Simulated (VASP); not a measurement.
Here is a VASP 6.6.1 calculation.

Contents of INCAR:

```
SYSTEM = Li
PREC = Accurate ; ENCUT = 650
EDIFF = 1E-6 ; ISMEAR = -1
SIGMA = 0.1 ; LREAL = .FALSE.
LASPH = .TRUE. ; NELM = 120
ALGO = Normal ; ISIF = 2
LWAVE = .FALSE. ; LCHARG = .TRUE.
GGA = PE ; LELF = .TRUE.
LVHAR = .TRUE. ; NBANDS = 38
GGA_COMPAT = .FALSE.
```

KPOINTS

```
Automatic mesh
0
G
  3 3 3
  0 0 0
```

Contents of POSCAR:

```
Li
1.0
    7.0944470000      0.0000000000      0.0000000000
    0.0000000000      7.0944470000      0.0000000000
    0.0000000000      0.0000000000      7.0944470000
Li
16
Direct
    0.0614142300     -0.0425403136     -0.0254142430
    0.5329238488     -0.0265982676      0.0273876174
   -0.0319686651      0.4274610833     -0.0089506624
    0.0902818782     -0.0711542422      0.4508878564
    0.2748487655      0.3079873597      0.1883162986
    0.5459340242      0.5054234671     -0.0346186250
    0.4586403986      0.0773421804      0.4410773666
    0.8101124725      0.1885277316      0.2141956942
    0.1357117757      0.3903898359      0.5469770935
    0.3678510813      0.6436160563      0.2431902021
    0.3164869651      0.1559247676      0.7863615022
    0.5535597066      0.4457007008      0.5349113187
    0.7961860875      0.6851133006      0.2805997423
    0.7585228278      0.1260140501      0.7022111801
    0.2965699793      0.7476269821      0.7163489980
    0.7873763804      0.7204930842      0.6422346943
```

Potentials or basis: VASP PAW PBE potentials, release 64 (Li_sv).

Run with:

```console
$ cat potpaw_PBE.64/Li_sv/POTCAR > POTCAR
$ mpirun -np 1 vasp_std > vasp.out
```

Question: Estimate the band gap on the k mesh.

Answer: Zero (bands 24 and 25 overlap by 0.44 eV).

Question: Estimate the largest force.

Answer: 0.892 eV/Å.

Forces on the atoms (eV/Å):
```
Li  -0.205 -0.257  0.228
Li   0.164 -0.292  0.049
Li   0.186  0.397 -0.552
Li  -0.131  0.261 -0.200
Li  -0.048 -0.601 -0.090
Li   0.278 -0.319 -0.410
Li   0.193 -0.477 -0.178
Li  -0.151  0.017  0.467
Li  -0.485  0.168 -0.046
Li  -0.358  0.735  0.358
Li  -0.034  0.416  0.017
Li  -0.045 -0.160 -0.129
Li   0.054  0.028 -0.420
Li   0.292  0.159  0.135
Li   0.210 -0.257  0.119
Li   0.081  0.183  0.652
```
